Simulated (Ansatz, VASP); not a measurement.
# KCl in VASP and in Ansatz

```xyz
2
Lattice="0.0000 3.1448 3.1448 3.1448 0.0000 3.1448 3.1448 3.1448 0.0000" Properties=species:S:1:pos:R:3 pbc="T T T"
K     0.0000    0.0000    0.0000
Cl    3.1448    3.1448    3.1448
```

Alike in both runs: task single point; functional PBE-based screened hybrid; k mesh 4 × 4 × 4; no spin polarisation.

|  | VASP | Ansatz |
| --- | --- | --- |
| version | VASP 6.6.1 | Ansatz 0.2.0 |
| potentials or method | VASP PAW PBE potentials, release 64 (K_sv, Cl) | plane waves |
| plane-wave cutoff (eV) | 520 | 420 |
| occupations | gaussian, width 0.01 eV | fixed |
| valence electrons in the cell | 16 | 16 |

Ansatz gave:

* gap on the k mesh at the Fermi level (eV): 7.29
* pressure (GPa): -0.1

**Question.** What did VASP give for the same quantities?

**Answer.** gap on the k mesh at the Fermi level (eV): 7.27; pressure (GPa): -0.1.

VASP's potentials were made for PBE, not for PBE-based screened hybrid. Ansatz's warnings: stress exchange threshold loose, stress scf threshold loose.

The k mesh is coarse, so the values compare programs but aren't converged.
